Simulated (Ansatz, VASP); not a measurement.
# Two plane-wave programs on InP

```
In P
1.0
     0.00000    2.95198    2.95198
     2.95198    0.00000    2.95198
     2.95198    2.95198    0.00000
In P
1 1
Direct
  0.00000 0.00000 0.00000
  0.75000 0.75000 0.75000
```

Alike in both runs: task relaxation of cell and atoms; functional PBEsol; k mesh 10 × 10 × 10; occupations gaussian, width 0.02 eV; no spin polarisation.

|  | VASP | Ansatz |
| --- | --- | --- |
| version | VASP 6.6.1 | Ansatz 0.2.0 |
| potentials or method | VASP PAW PBE potentials, release 64 (In_d, P), cutoff 600 eV | scalar-relativistic, plane waves, PAW |
| valence electrons in the cell | 18 | 18 |

```csv
,VASP,Ansatz,Ansatz less VASP
"gap on the k mesh at the Fermi level, each at its own relaxed structure (eV)",0.57,0.57,+0.003
relaxed volume (Å³/atom),25.40,25.39,-0.007
relaxed cell length with the largest relative difference (Å),4.157,4.157,-0.0004
```

VASP's potentials were made for PBE, not for PBEsol.
